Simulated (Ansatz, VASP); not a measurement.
Sn5Ge: VASP beside Ansatz

```
Sn Ge
1.0
     3.35097    0.00000    0.00000
    -1.67548    2.90202    0.00000
     0.00000    0.00000   16.41633
Sn Ge
5 1
Direct
  0.66667 0.33333 0.66667
  0.33333 0.66667 0.33333
  0.66667 0.33333 0.16667
  0.00000 0.00000 0.00000
  0.33333 0.66667 0.83333
  0.00000 0.00000 0.50000
```

Alike in both runs: task relaxation of cell and atoms; functional PBE; k mesh 6 × 6 × 1; occupations gaussian, width 0.1 eV; no spin polarisation.

```csv
,VASP,Ansatz
version,VASP 6.6.1,Ansatz 0.2.0
potentials or method,"VASP PAW PBE potentials, release 64 (Sn_d, Ge_d), cutoff 600 eV","scalar-relativistic, plane waves, PAW"
valence electrons in the cell,84,84
```

|  | VASP | Ansatz | Ansatz less VASP |
| --- | --- | --- | --- |
| gap on the k mesh at the Fermi level, each at its own relaxed structure (eV) | none | none | - |
| relaxed volume (Å³/atom) | 26.78 | 27.16 | +0.375 |
| relaxed length of the cell vector where the two differ most in proportion (Å) | 14.400 | 15.773 | +1.3723 |

A gap of «none» marks a metal or a gap that the smearing closes. One of these differences is far larger than is usual between the two programs; its cause wasn't traced.

The k mesh is coarse, so the values compare programs but aren't converged.
